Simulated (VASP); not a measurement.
# Na (I4/mmm) in VASP: single point with LDA

Aim: the single point of Na with LDA.

All numbers are computed with VASP 6.6.1; they aren't measurements. Logs are shortened: lines on timing, memory, paths and dates and some standing lists are left out, and cuts for length are marked.

**1. The cell of the first run**

Symmetry: I4/mmm, No. 139, tetragonal system. Conventional cell: a = 4.242 Å, b = 4.242 Å, c = 8.595 Å, α = 90.00°, β = 90.00°, γ = 90.00°. Within 5.6 Å of Na (site symmetry 4/mmm) lie 12 Na at 4.24 to 5.24 Å.

**2. Single point, LDA**

INCAR

```
  PREC = Accurate
  ENCUT = 520
  EDIFF = 1E-6
  ISMEAR = 0
  SIGMA = 0.1
  LREAL = F
  LASPH = T
  NELM = 80
  ALGO = Normal
  ISIF = 2
  LWAVE = F
  LCHARG = F
  GGA = CA
  NBANDS = 10
```

KPOINTS

```
regular mesh
0
Gamma
  8 8 8
```

POSCAR

```
Na
1.0
   -2.1209560000      2.1209560000      4.2973810000
    2.1209560000     -2.1209560000      4.2973810000
    2.1209560000      2.1209560000     -4.2973810000
Na
1
Direct
    0.0000000000      0.0000000000      0.0000000000
```

Potentials or basis: VASP PAW LDA potentials, release 64 (Na_pv).

Run with:

```bash
$ cat potpaw_LDA.64/Na_pv/POTCAR > POTCAR
$ mpirun -np 1 vasp_std > vasp.out
```

OUTCAR:

```text
PREC = Accurate
   ENCUT = 520
   EDIFF = 1E-6
   ISMEAR = 0
   LREAL = F
   LASPH = T
   NELM = 80
   ISIF = 2
   GGA = CA

 ion  position               nearest neighbor table
   1  0.000  0.000  0.000-

  LATTYP: Found a body centered tetragonal cell.
 ALAT       =     4.2419120000
 C/A-ratio  =     2.0261528292

  Lattice vectors:

 A1 = (  -2.1209560000,   2.1209560000,   4.2973810000)
 A2 = (   2.1209560000,  -2.1209560000,   4.2973810000)
 A3 = (   2.1209560000,   2.1209560000,  -4.2973810000)

Analysis of symmetry for initial positions (statically):
=====================================================================
 Subroutine PRICEL returns:
 Original cell was already a primitive cell.

 Routine SETGRP: Setting up the symmetry group for a
 body centered tetragonal supercell.

 Subroutine GETGRP returns: Found 16 space group operations
 (whereof 16 operations were pure point group operations)
 out of a pool of 16 trial point group operations.

The static configuration has the point symmetry D_4h.

Analysis of symmetry for dynamics (positions and initial velocities):
=====================================================================
 Subroutine PRICEL returns:
 Original cell was already a primitive cell.

 Routine SETGRP: Setting up the symmetry group for a
 body centered tetragonal supercell.

 Subroutine GETGRP returns: Found 16 space group operations
 (whereof 16 operations were pure point group operations)
 out of a pool of 16 trial point group operations.

The dynamic configuration has the point symmetry D_4h.

 Subroutine INISYM returns: Found 16 space group operations
 (whereof 16 operations are pure point group operations),
 and found     1 'primitive' translations

----------------------------------------------------------------------------------------

                                     Primitive cell

  volume of cell :      77.3263

  direct lattice vectors                    reciprocal lattice vectors
    -2.120956000  2.120956000  4.297381000     0.000000000  0.235742750  0.116349935
     2.120956000 -2.120956000  4.297381000     0.235742750  0.000000000  0.116349935
     2.120956000  2.120956000 -4.297381000     0.235742750  0.235742750  0.000000000

  length of vectors
     5.240648067  5.240648067  5.240648067     0.262891520  0.262891520  0.333390594

  position of ions in fractional coordinates (direct lattice)
[... 80 lines left out ...]
   NSW    =      0    number of steps for IOM
   IBRION =     -1    ionic relax: 0-MD 1-quasi-New 2-CG
   NFREE  =      0    steps in history (QN), initial steepest desc. (CG)
   ISIF   =      2    stress and relaxation
   ISYM   =      2    0-nonsym 1-usesym 2-fastsym
   POTIM  = 0.5000    time-step for ionic-motion
   TEBEG  =    0.0;   TEEND  =   0.0 temperature during run
   PSTRESS=    0.0 pullay stress
   NELECT =       7.0000    total number of electrons
   NUPDOWN=      -1.0000    fix difference up-down
   EMIN   =  10.00;   EMAX   =-10.00  energy-range for DOS
   EFERMI =   0.00;   METHOD = LEGACY
   ISMEAR =     0;   SIGMA  =   0.10  broadening in eV -4-tet -1-fermi 0-gaus
   EFERMI_NEDOS =   21; number of points for ismear=-14 and -15
   IALGO  =     38    algorithm
   IMIX   =      4    mixing-type and parameters
     AMIX     =   0.40;   BMIX     =  1.00
     AMIX_MAG =   1.60;   BMIX_MAG =  1.00
  volume/ion in A,a.u.               =      77.33       521.82
  Fermi-wavevector in a.u.,A,eV,Ry     =   0.735075  1.389091  7.351712  0.540336
  Thomas-Fermi vector in A             =   1.828184
   LORBIT       =      0    0 simple, 1 ext, 2 COOP (PROOUT), +10 PAW based schemes
   GGA     = CA    functional components
   LHFCALC =     F    Hartree Fock is set to
   AEXX    =    0.0000 exact exchange contribution
   IVDW    =     0    specifies the selected vdW correction
   LEPSILON=     F    determine dielectric tensor
   LRPA    =     F    only Hartree local field effects (RPA)
 non-spin polarized calculation
 Gauss-broadening in eV      SIGMA  =   0.10
  energy-cutoff  :      520.00
  volume of cell :       77.33
 maximum number of plane-waves:      2104
   NGX = 19   NGY = 19   NGZ = 19

 number of electron       6.9999999 magnetization

 Free energy of the ion-electron system (eV)
  ---------------------------------------------------
  ext. energy  EPLUGINS =         0.00000000
  ---------------------------------------------------
  free energy    TOTEN  =        -1.02673702 eV

  energy without entropy =       -1.02328579  energy(sigma->0) =       -1.02501141

 E-fermi :  -1.2543     XC(G=0):  -4.9716

 val. band max:       -1.2729996404   @ k =   0.5000   0.5000   0.3750
 cond. band min:      -1.1753208905   @ k =  -0.2500   0.2500   0.2500
 fundamental gap:      0.0976787499
 Fermi energy:        -1.2542741376

 k-point     1 :       0.0000    0.0000    0.0000
  band No.  band energies     occupation
      1     -26.9484      2.00000
      2     -26.9454      2.00000
      3     -26.9454      2.00000
      4      -3.2677      2.00000
      5       4.4906      0.00000
      6       4.9054      0.00000
      7       5.9570      0.00000
      8       6.3114      0.00000
      9       6.3114      0.00000
     10       7.1031      0.00000
[... 287 lines left out ...]
 k-point    24 :       0.3750    0.1250    0.1250
  band No.  band energies     occupation
      1     -26.9495      2.00000
      2     -26.9482      2.00000
      3     -26.9472      2.00000
      4      -0.2509      0.00000
      5      -0.0549      0.00000
      6       3.5193      0.00000
      7       3.7633      0.00000
      8       4.1755      0.00000
      9       4.2020      0.00000
     10       7.5870      0.00000

 [... further k-points ...]

------------------------ aborting loop because EDIFF is reached ----------------------------------------

  FORCE on cell =-STRESS in cart. coord.  units (eV):
  Direction    XX          YY          ZZ          XY          YZ          ZX
  --------------------------------------------------------------------------------------
  -------------------------------------------------------------------------------------
  Total       -0.7105844     -0.7105844     -0.7440614      0.0000000     -0.0000000      0.0000000
  in kB      -14.7230942    -14.7230942    -15.4167282      0.0000000     -0.0000000      0.0000000
  external PRESSURE =     -14.9543055 kB  Pullay stress =       0.0000000 kB

 VOLUME and BASIS-vectors are now :
 -----------------------------------------------------------------------------
  energy-cutoff  :      520.00
  volume of cell :       77.33
      direct lattice vectors                 reciprocal lattice vectors
    -2.120956000  2.120956000  4.297381000     0.000000000  0.235742750  0.116349935
     2.120956000 -2.120956000  4.297381000     0.235742750  0.000000000  0.116349935
     2.120956000  2.120956000 -4.297381000     0.235742750  0.235742750  0.000000000

 POSITION                                       TOTAL-FORCE (eV/Angst)
 -----------------------------------------------------------------------------------
      0.00000      0.00000      0.00000         0.000000      0.000000     -0.000000
 -----------------------------------------------------------------------------------
    total drift:                                0.000000      0.000000     -0.000000

  FREE ENERGIE OF THE ION-ELECTRON SYSTEM (eV)
  ---------------------------------------------------
  free  energy   TOTEN  =        -1.0267370217 eV

  energy  without entropy=       -1.0232857895  energy(sigma->0) =       -1.02501141
```

OSZICAR:

```text
N       E                     dE             d eps       ncg     rms          rms(c)
DAV:   1     0.229903230379E+02    0.22990E+02   -0.33934E+03  1228   0.472E+02
DAV:   2    -0.507720289185E+00   -0.23498E+02   -0.23440E+02  1198   0.115E+02
DAV:   3    -0.101908455704E+01   -0.51136E+00   -0.51118E+00  1506   0.216E+01
DAV:   4    -0.102512293072E+01   -0.60384E-02   -0.60381E-02  1390   0.225E+00
DAV:   5    -0.102526386714E+01   -0.14094E-03   -0.14094E-03  1422   0.340E-01    0.212E-01
DAV:   6    -0.102588988384E+01   -0.62602E-03   -0.96249E-04  1410   0.341E-01    0.151E-01
DAV:   7    -0.102676745484E+01   -0.87757E-03   -0.27515E-03  1332   0.437E-01    0.206E-02
DAV:   8    -0.102673332606E+01    0.34129E-04   -0.17225E-04  1506   0.197E-01    0.697E-03
DAV:   9    -0.102673680901E+01   -0.34829E-05   -0.24792E-06  1316   0.774E-03    0.126E-03
DAV:  10    -0.102673702171E+01   -0.21271E-06   -0.65466E-07   932   0.100E-02
   1 F= -.10267370E+01 E0= -.10250114E+01  d E =-.345123E-02
```

stdout:

```text
POSCAR found type information on POSCAR Na
 POSCAR found :  1 types and       1 ions
 scaLAPACK will be used
 LDA part: xc-table for (Slater(with rela. corr.)+CA(PZ))
 , standard interpolation
 POSCAR, INCAR and KPOINTS ok, starting setup
 FFT: planning ... GRIDC
 FFT: planning ... GRID_SOFT
 FFT: planning ... GRID
 WAVECAR not read
 entering main loop
```

Wall time 66 s (1 thread of Intel Xeon 8259CL, shared host); peak memory 0.2 GiB.

What came out:

| Quantity | Value |
| --- | --- |
| Free energy | -1.0267 eV |
| Pressure | -1.5 GPa |
| Band gap on the k mesh | zero (an odd number of electrons rules out a gap without spin polarisation) |

Levels at points of the mesh, in eV from the Fermi level:
| k point | band 1 | band 2 | band 3 | band 4 | band 5 | band 6 | band 7 | band 8 | band 9 |
| --- | --- | --- | --- | --- | --- | --- | --- | --- | --- |
| (0.00, 0.00, 0.00) | -25.69 | -25.69 | -25.69 | -2.01 | 5.74 | 6.16 | 7.21 | 7.57 | 7.57 |
| (0.50, 0.00, 0.00) | -25.70 | -25.69 | -25.69 | 0.47 | 0.70 | 4.40 | 4.81 | 8.24 | 8.61 |
| (0.50, 0.50, 0.00) | -25.70 | -25.69 | -25.69 | 2.00 | 2.30 | 3.53 | 4.30 | 4.40 | 4.46 |
| (0.50, 0.50, 0.50) | -25.69 | -25.69 | -25.69 | -0.28 | 0.38 | 5.89 | 6.05 | 6.05 | 6.88 |

The gap in the log of VASP goes by the Fermi energy; the results here count the filled bands.